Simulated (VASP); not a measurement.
# Cs (I4/mmm) in VASP: further runs, part 2 of 3

VASP 6.6.1. Earlier steps stand in the parts before.

### 3 Single point, PBEsol+D3(BJ)

This run uses another cell than the first one, of 118.99 Å³/atom.

Input file INCAR:

```
PREC = Accurate
ENCUT = 520
EDIFF = 1E-6
ISMEAR = -1
SIGMA = 0.2
LREAL = False
LASPH = True
NELM = 100
ALGO = Normal
ISIF = 2
LWAVE = False
LCHARG = True
GGA = PS
IVDW = 12
LELF = True
LVHAR = True
NBANDS = 10
```

Input file KPOINTS:

```
regular mesh
0
Gamma
  6 6 6
```

Input file POSCAR:

```
Cs
1.0
   -2.7129122005      2.7129122005      4.0418651038
    2.7129122005     -2.7129122005      4.0418651038
    2.7129122005      2.7129122005     -4.0418651038
Cs
1
Direct
    0.0000000000      0.0000000000      0.0000000000
```

Potentials or basis: VASP PAW PBE potentials, release 64 (Cs_sv).

Command:

```bash
$ cat potpaw_PBE.64/Cs_sv/POTCAR > POTCAR
$ mpirun -np 1 vasp_std > vasp.out
```

OUTCAR:

```text
PREC = Accurate
   ENCUT = 520
   EDIFF = 1E-6
   ISMEAR = -1
   LREAL = False
   LASPH = True
   NELM = 100
   ISIF = 2
   GGA = PS
   IVDW = 12
 IVDW          = 12

 ion  position               nearest neighbor table
   1  0.000  0.000  0.000-

  LATTYP: Found a body centered tetragonal cell.
 ALAT       =     5.4258244010
 C/A-ratio  =     1.4898621131

  Lattice vectors:

 A1 = (  -2.7129122005,   2.7129122005,   4.0418651038)
 A2 = (   2.7129122005,  -2.7129122005,   4.0418651038)
 A3 = (   2.7129122005,   2.7129122005,  -4.0418651038)

Analysis of symmetry for initial positions (statically):
=====================================================================
 Subroutine PRICEL returns:
 Original cell was already a primitive cell.

 Routine SETGRP: Setting up the symmetry group for a
 body centered tetragonal supercell.

 Subroutine GETGRP returns: Found 16 space group operations
 (whereof 16 operations were pure point group operations)
 out of a pool of 16 trial point group operations.

[... 164 lines left out ...]
 fundamental gap:      0.0293236656
 Fermi energy:         0.2521678489

 k-point     1 :       0.0000    0.0000    0.0000
  band No.  band energies     occupation
      1     -23.5657      2.00000
      2     -10.2932      2.00000
      3     -10.2911      2.00000
      4     -10.2911      2.00000
      5      -1.3536      1.99935
      6       2.6271      0.00001
      7       2.7975      0.00001
      8       2.7975      0.00001
      9       3.6148      0.00000
     10       3.9528      0.00000
[... 287 lines left out ...]
 k-point    24 :      -0.1667   -0.3333    0.1667
  band No.  band energies     occupation
      1     -23.5622      2.00000
      2     -10.3632      2.00000
      3     -10.3140      2.00000
      4     -10.3082      2.00000
      5      -0.4550      1.94337
      6       1.7663      0.00103
      7       2.2798      0.00008
      8       3.0837      0.00000
      9       3.4672      0.00000
     10       4.2683      0.00000

 [... further k-points ...]

------------------------ aborting loop because EDIFF is reached ----------------------------------------

 Edisp (eV)   -0.10924

 E8    (eV) :    -0.0873

  FORCE on cell =-STRESS in cart. coord.  units (eV):
  Direction    XX          YY          ZZ          XY          YZ          ZX
  --------------------------------------------------------------------------------------
  -------------------------------------------------------------------------------------
  Total      -0.21564    -0.21564    -0.23612     0.00000     0.00000     0.00000
  in kB      -2.90352    -2.90352    -3.17935     0.00000     0.00000     0.00000
  external pressure =       -3.00 kB  Pullay stress =        0.00 kB

 VOLUME and BASIS-vectors are now :
 -----------------------------------------------------------------------------
  energy-cutoff  :      520.00
  volume of cell :      118.99
      direct lattice vectors                 reciprocal lattice vectors
    -2.712912200  2.712912200  4.041865104     0.000000000  0.184303790  0.123705267
     2.712912200 -2.712912200  4.041865104     0.184303790  0.000000000  0.123705267
     2.712912200  2.712912200 -4.041865104     0.184303790  0.184303790  0.000000000

 POSITION                                       TOTAL-FORCE (eV/Angst)
 -----------------------------------------------------------------------------------
      0.00000      0.00000      0.00000        -0.000000     -0.000000     -0.000000
 -----------------------------------------------------------------------------------
    total drift:                               -0.000000      0.000000      0.000000

  FREE ENERGIE OF THE ION-ELECTRON SYSTEM (eV)
  ---------------------------------------------------
  free  energy   TOTEN  =        -1.1246618528 eV

  energy  without entropy=       -0.9662838724  energy(sigma->0) =       -1.04547286
```

Wall time 52 s (1 thread of Intel Xeon 8259CL, shared host); peak memory 0.26 GiB.

Results:

* Free energy: -1.1247 eV
* Pressure: -0.3 GPa
* Band gap on the k mesh: zero (an odd number of electrons rules out a gap without spin polarisation)
* Dispersion energy per atom: -0.109 eV

Caveat: three body term missing; the PAW data sets were made with another functional, which shifts forces and pressure a little; spin-orbit coupling is left out, which moves the levels of the heavy elements.

### 4 Single point, PBEsol+D3(BJ)

This run uses another cell than the first one, of 121.47 Å³/atom.

Input file INCAR:

```
PREC = Accurate ; ENCUT = 520
EDIFF = 1E-7 ; ISMEAR = -1
SIGMA = 0.2 ; LREAL = False
LASPH = True ; NELM = 100
ALGO = Normal ; ISIF = 2
LWAVE = False ; LCHARG = False
GGA = PS ; IVDW = 12
NBANDS = 10
```

Input file KPOINTS:

```
Automatic mesh
0
Gamma
  6 6 6
```

Input file POSCAR:

```
Cs
1.0
   -2.7316225311      2.7316225311      4.0697409164
    2.7316225311     -2.7316225311      4.0697409164
    2.7316225311      2.7316225311     -4.0697409164
Cs
1
Direct
    0.0000000000      0.0000000000      0.0000000000
```

Command:

```bash
$ cat potpaw_PBE.64/Cs_sv/POTCAR > POTCAR
$ mpirun -np 1 vasp_std > vasp.out
```

Wall time 59 s (1 thread of Intel Xeon 8259CL, shared host); peak memory 0.26 GiB.

Results (log left out):

- Free energy: -1.1201 eV
- Pressure: -0.3 GPa
- Band gap on the k mesh: zero (an odd number of electrons rules out a gap without spin polarisation)
- Dispersion energy per atom: -0.107 eV

Levels at points of the mesh, in eV from the Fermi level:
| k point | band 1 | band 2 | band 3 | band 4 | band 5 | band 6 | band 7 | band 8 |
| --- | --- | --- | --- | --- | --- | --- | --- | --- |
| (0.00, 0.00, 0.00) | -23.83 | -10.56 | -10.56 | -10.56 | -1.58 | 2.36 | 2.53 | 2.53 |
| (0.50, 0.00, 0.00) | -23.83 | -10.67 | -10.58 | -10.57 | 0.03 | 0.76 | 2.22 | 2.45 |
| (0.50, 0.50, 0.00) | -23.83 | -10.67 | -10.61 | -10.60 | 0.39 | 1.10 | 1.49 | 3.76 |
| (0.50, 0.50, 0.50) | -23.83 | -10.66 | -10.59 | -10.59 | 0.28 | 1.18 | 1.22 | 4.06 |

Caveat: three body term missing; the PAW data sets were made with another functional, which shifts forces and pressure a little; spin-orbit coupling is left out, which moves the levels of the heavy elements.

### 5 Single point, PBEsol+D3(BJ)

This run uses another cell than the first one, of 123.95 Å³/atom.

Input file INCAR:

```
SYSTEM = Cs
PREC     = Accurate       ! precision mode
ENCUT    = 520            ! plane-wave cutoff, eV
EDIFF    = 1E-6           ! SCF threshold, eV
ISMEAR   = -1             ! smearing method
SIGMA    = 0.2            ! smearing width, eV
LREAL    = .FALSE.        ! projectors in reciprocal space
LASPH    = .TRUE.         ! aspherical terms in the spheres
NELM     = 80             ! most SCF steps
ALGO     = Normal         ! electronic algorithm
ISIF     = 2              ! what is computed and relaxed
LWAVE    = .FALSE.        ! write WAVECAR
LCHARG   = .FALSE.        ! write CHGCAR
GGA      = PS             ! functional
IVDW     = 12             ! dispersion correction
NBANDS   = 10             ! bands
```

Input file KPOINTS:

```
regular mesh
0
G
  6 6 6
  0 0 0
```

Input file POSCAR:

```
Cs
1.0
   -2.7500800000      2.7500800000      4.0972400000
    2.7500800000     -2.7500800000      4.0972400000
    2.7500800000      2.7500800000     -4.0972400000
Cs
1
Direct
    0.0000000000      0.0000000000      0.0000000000
```

Potentials or basis: VASP PAW PBE potentials, release 64 (Cs_sv).

Command:

```bash
$ cat potpaw_PBE.64/Cs_sv/POTCAR > POTCAR
$ mpirun -np 1 vasp_std > vasp.out
```

OUTCAR:

```text
SYSTEM = Cs
   PREC = Accurate
   ENCUT = 520
   EDIFF = 1E-6
   ISMEAR = -1
   LREAL = .FALSE.
   LASPH = .TRUE.
   NELM = 80
   ISIF = 2
   GGA = PS
   IVDW = 12
 IVDW          = 12

 ion  position               nearest neighbor table
   1  0.000  0.000  0.000-

  LATTYP: Found a body centered tetragonal cell.
 ALAT       =     5.5001600000
 C/A-ratio  =     1.4898621131

  Lattice vectors:

 A1 = (  -2.7500800000,   2.7500800000,   4.0972400000)
 A2 = (   2.7500800000,  -2.7500800000,   4.0972400000)
 A3 = (   2.7500800000,   2.7500800000,  -4.0972400000)

Analysis of symmetry for initial positions (statically):
=====================================================================
 Subroutine PRICEL returns:
 Original cell was already a primitive cell.

 Routine SETGRP: Setting up the symmetry group for a
 body centered tetragonal supercell.

 Subroutine GETGRP returns: Found 16 space group operations
 (whereof 16 operations were pure point group operations)
 out of a pool of 16 trial point group operations.

The static configuration has the point symmetry D_4h.

[... 163 lines left out ...]

 k-point     1 :       0.0000    0.0000    0.0000
  band No.  band energies     occupation
      1     -23.6852      2.00000
      2     -10.4172      2.00000
      3     -10.4156      2.00000
      4     -10.4156      2.00000
      5      -1.4045      1.99920
      6       2.5143      0.00002
      7       2.6793      0.00001
      8       2.6793      0.00001
      9       3.4669      0.00000
     10       3.7916      0.00000
[... 287 lines left out ...]
 k-point    24 :      -0.1667   -0.3333    0.1667
  band No.  band energies     occupation
      1     -23.6823      2.00000
      2     -10.4777      2.00000
      3     -10.4354      2.00000
      4     -10.4304      2.00000
      5      -0.5366      1.94022
      6       1.6706      0.00105
      7       2.1767      0.00008
      8       2.9494      0.00000
      9       3.3168      0.00000
     10       4.0943      0.00000

 [... further k-points ...]

------------------------ aborting loop because EDIFF is reached ----------------------------------------

 Edisp (eV)   -0.10497

 E8    (eV) :    -0.0840

  FORCE on cell =-STRESS in cart. coord.  units (eV):
  Direction    XX          YY          ZZ          XY          YZ          ZX
  --------------------------------------------------------------------------------------
  -------------------------------------------------------------------------------------
  Total      -0.25705    -0.25705    -0.27714     0.00000    -0.00000     0.00000
  in kB      -3.32272    -3.32272    -3.58234     0.00000    -0.00000     0.00000
  external pressure =       -3.41 kB  Pullay stress =        0.00 kB

 VOLUME and BASIS-vectors are now :
 -----------------------------------------------------------------------------
  energy-cutoff  :      520.00
  volume of cell :      123.95
      direct lattice vectors                 reciprocal lattice vectors
    -2.750080000  2.750080000  4.097240000     0.000000000  0.181812893  0.122033369
     2.750080000 -2.750080000  4.097240000     0.181812893  0.000000000  0.122033369
     2.750080000  2.750080000 -4.097240000     0.181812893  0.181812893  0.000000000

 POSITION                                       TOTAL-FORCE (eV/Angst)
 -----------------------------------------------------------------------------------
      0.00000      0.00000      0.00000         0.000000     -0.000000     -0.000000
 -----------------------------------------------------------------------------------
    total drift:                               -0.000000      0.000000      0.000000

  FREE ENERGIE OF THE ION-ELECTRON SYSTEM (eV)
  ---------------------------------------------------
  free  energy   TOTEN  =        -1.1151652055 eV

  energy  without entropy=       -0.9560063908  energy(sigma->0) =       -1.03558580
```

stdout:

```text
POSCAR found type information on POSCAR Cs
 POSCAR found :  1 types and       1 ions
 scaLAPACK will be used
 -----------------------------------------------------------------------------
|                                                                             |
|                                                                             |
|     You enforced a specific xc type in the INCAR file but a different       |
|     I HOPE YOU KNOW WHAT YOU ARE DOING!                                     |
|                                                                             |
 -----------------------------------------------------------------------------

 LDA part: xc-table for (Slater+PW92), standard interpolation
 POSCAR, INCAR and KPOINTS ok, starting setup
 FFT: planning ... GRIDC
 FFT: planning ... GRID_SOFT
 FFT: planning ... GRID
 WAVECAR not read
 entering main loop
```

Run time: 46 s. Hardware: 1 thread of Intel Xeon 8259CL, shared host; peak memory 0.26 GiB.

What came out:

```
Free energy                : -1.1152 eV
Pressure                   : -0.3 GPa
Band gap on the k mesh     : zero (an odd number of electrons rules out a gap without spin polarisation)
Dispersion energy per atom : -0.105 eV
```

Levels at points of the mesh, in eV from the Fermi level:
```tsv
k point	band 2	band 3	band 4	band 5	band 6	band 7
(0.00, 0.00, 0.00)	-10.58	-10.57	-10.57	-1.56	2.35	2.52
(0.50, 0.00, 0.00)	-10.68	-10.59	-10.59	0.03	0.75	2.21
(0.50, 0.50, 0.00)	-10.68	-10.62	-10.61	0.40	1.11	1.46
(0.50, 0.50, 0.50)	-10.67	-10.61	-10.61	0.29	1.19	1.19
```

Caveat: three body term missing; the PAW data sets were made with another functional, which shifts forces and pressure a little; spin-orbit coupling is left out, which moves the levels of the heavy elements.

[end of part 2 of 3]
